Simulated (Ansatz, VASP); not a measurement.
One calculation of Hf, two programs

```
CELL_PARAMETERS angstrom
0.00000 2.22000 2.22000
2.22000 0.00000 2.22000
2.22000 2.22000 0.00000
ATOMIC_POSITIONS crystal
Hf 0.00000 0.00000 0.00000
```

Alike in both runs: task relaxation of cell and atoms; functional PBEsol; k mesh 10 × 10 × 10; occupations fermi-dirac, width 0.05 eV; no spin polarisation.

|  | VASP | Ansatz |
| --- | --- | --- |
| version | VASP 6.6.1 | Ansatz 0.2.0 |
| potentials or method | VASP PAW PBE potentials, release 64 (Hf_pv) | Ansatz PAW |
| plane-wave cutoff (eV) | 600 | 420 |
| valence electrons in the cell | 10 | 26 |

|  | VASP | Ansatz | Ansatz less VASP |
| --- | --- | --- | --- |
| gap on the k mesh at the Fermi level, each at its own relaxed structure (eV) | none | none | - |
| relaxed volume (Å³/atom) | 21.47 | 21.55 | +0.080 |
| relaxed cell length with the largest relative difference (Å) | 3.120 | 3.124 | +0.0039 |

VASP's potentials were made for PBE, not for PBEsol. A gap of «none» marks a metal or a gap that the smearing closes. VASP's potentials hold 10 valence electrons a cell and Ansatz's 26, so a difference there can come from the potentials and not from the codes.

Neither program's run includes spin-orbit coupling. Noted on Ansatz's run: the plane-wave basis is chosen anew once the cell has moved, so the energies of steps on either side of that aren't comparable.
